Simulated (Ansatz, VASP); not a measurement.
Cd in VASP and in Ansatz

The input INCAR:

```
SYSTEM = Cd
ALGO = Normal
EDIFF = 1E-6
ENCUT = 520
GGA = PE
ISIF = 2
ISMEAR = 0
LASPH = .TRUE.
LCHARG = .FALSE.
LREAL = .FALSE.
LWAVE = .FALSE.
NBANDS = 12
NELM = 80
PREC = Accurate
SIGMA = 0.1
```

Contents of KPOINTS:

```
k-points
0
G
  16 16 16
  0 0 0
```

The input POSCAR:

```
Cd
1.0
    0.0000000000      2.2081376393      2.2081376393
    2.2081376393      0.0000000000      2.2081376393
    2.2081376393      2.2081376393      0.0000000000
Cd
1
Direct
    0.0000000000      0.0000000000      0.0000000000
```

Input for Ansatz:

```yaml
crystal:
  lattice:
    - [0.0, 2.2081376393, 2.2081376393]
    - [2.2081376393, 0.0, 2.2081376393]
    - [2.2081376393, 2.2081376393, 0.0]
  atoms:
    - { symbol: Cd, position: [0.0, 0.0, 0.0] }
basis:
  ecutwfc: 420
kpoints:
  mp_grid: { grid: [16, 16, 16] }
hamiltonian:
  xc: pbe
scf:
  occupations: { method: gaussian, width: 0.1 }
output:
  forces: true
  stress: true
  eigenvalues: true
```

Alike in both runs: task single point; functional PBE; k mesh 16 × 16 × 16; occupations gaussian, width 0.1 eV; no spin polarisation.

|  | VASP | Ansatz |
| --- | --- | --- |
| version | VASP 6.6.1 | Ansatz 0.2.0 |
| potentials or method | VASP PAW PBE potentials, release 64 (Cd), cutoff 520 eV | scalar-relativistic, plane waves, PAW |
| valence electrons in the cell | 12 | 20 |

VASP gave:

- gap on the k mesh at the Fermi level (eV): none
- pressure (GPa): 3.4

Question: Estimate Ansatz's values.

Answer: gap on the k mesh at the Fermi level (eV): none; pressure (GPa): 3.0.

A gap of «none» marks a metal or a gap that the smearing closes. The functional is the same, so the differences come from potentials, cutoffs and numerics. VASP's potentials hold 12 valence electrons a cell and Ansatz's 20, so a difference there can come from the potentials and not from the codes.
